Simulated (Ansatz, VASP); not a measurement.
# Ir in VASP and in Ansatz

File INCAR:

```
PREC = Accurate ; ENCUT = 520
EDIFF = 1E-7 ; ISMEAR = 0
SIGMA = 0.15 ; LREAL = False
LASPH = True ; NELM = 100
ALGO = Normal ; ISIF = 2
LWAVE = False ; LCHARG = True
GGA = PS ; LELF = True
LVHAR = True ; NBANDS = 10
```

File KPOINTS:

```
regular mesh
0
Gamma
  22 22 22
```

Contents of POSCAR:

```
Ir
1.0
    0.0000000000      1.9197000000      1.8237150000
    1.9197000000      0.0000000000      1.8237150000
    1.9197000000      1.9197000000      0.0000000000
Ir
1
Direct
    0.0000000000      0.0000000000      0.0000000000
```

Input for Ansatz:

```yaml
crystal:
  lattice:
    - [0.0, 1.9197, 1.823715]
    - [1.9197, 0.0, 1.823715]
    - [1.9197, 1.9197, 0.0]
  atoms:
    - { symbol: Ir, position: [0.0, 0.0, 0.0] }
basis:
  ecutwfc: 420
kpoints:
  mp_grid: { grid: [22, 22, 22] }
hamiltonian:
  xc: pbesol
scf:
  occupations: { method: gaussian, width: 0.15 }
output:
  forces: true
  stress: true
  eigenvalues: true
```

Change from the starting cell: strain -0.0500 x Voigt [0, 0, 1, 0, 0, 0], atoms carried along.

Alike in both runs: task single point; functional PBEsol; k mesh 22 × 22 × 22; occupations gaussian, width 0.15 eV; no spin polarisation.

|  | VASP | Ansatz |
| --- | --- | --- |
| version | VASP 6.6.1 | Ansatz 0.2.0 |
| potentials or method | VASP PAW PBE potentials, release 64 (Ir), cutoff 520 eV | scalar-relativistic, plane waves, PAW |
| valence electrons in the cell | 9 | 17 |

VASP gave:

* gap on the k mesh at the Fermi level (eV): none
* pressure (GPa): 21.3
* traceless stress, the component that is largest in VASP (GPa): 14.25

Problem. Which values does Ansatz return?

Solution. gap on the k mesh at the Fermi level (eV): none; pressure (GPa): 19.9; traceless stress, the component that is largest in VASP (GPa): 14.27.

VASP's potentials were made for PBE, not for PBEsol. A gap of «none» marks a metal or a gap that the smearing closes. VASP's potentials hold 9 valence electrons a cell and Ansatz's 17, so a difference there can come from the potentials and not from the codes.

Spin-orbit coupling is off throughout.
